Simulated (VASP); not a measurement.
Runs of VASP 6.6.1 on Hf2N. The structure is that of space group P4_2/mnm (No. 136), or close to it. The cells are those of the table. 

| cell | k mesh | smearing | gap on the mesh (eV) | pressure (GPa) | largest force (eV/Å) |
| --- | --- | --- | --- | --- | --- |
| a = 5.270, b = 5.270, c = 3.214 Å, 6 atoms | 8 × 8 × 12 | fermi-dirac 0.15 eV | none | (a) | 0.01 |
| a = 5.190, b = 5.190, c = 3.163 Å, 6 atoms | 8 × 8 × 12 | gaussian 0.1 eV | none | 13.2 | - |
| a = 5.313, b = 5.313, c = 3.242 Å, 6 atoms | 4 × 4 × 6 | gaussian 0.1 eV | none | -3.3 | 0.07 |
| a = 5.259, b = 5.259, c = 3.208 Å, 6 atoms | 8 × 8 × 12 | fermi-dirac 0.15 eV | none | 3.3 | 0.01 |
| a = 5.296, b = 5.296, c = 3.227 Å, 6 atoms | 8 × 8 × 12 | gaussian 0.1 eV | none | -1.0 | - |
| a = 5.296, b = 6.202, c = 3.227 Å, angles 121.4, 90.0, 90.0°, 6 atoms | 7 × 6 × 12 | gaussian 0.1 eV | none | -1.0 | 0.02 |
| a = 5.137, b = 5.137, c = 3.131 Å, 6 atoms | 8 × 8 × 12 | gaussian 0.1 eV | none | (b) | - |

Alike in all rows: task single point; level PBEsol; potentials or basis VASP PAW PBE potentials, release 64 (Hf_pv, N); no spin polarisation; cutoff (eV) 520.

**Question.** Fill in the values left out.

**Answer.** (a) 2.0; (b) 21.8.

Caveats: the PAW data sets were made with another functional, which shifts forces and pressure a little; spin-orbit coupling is left out, which moves the levels of the heavy elements.

A k mesh can miss the band edges, and the runs leave out spin-orbit coupling on Hf.

A gap of «none» marks levels without a gap at the run's occupations.
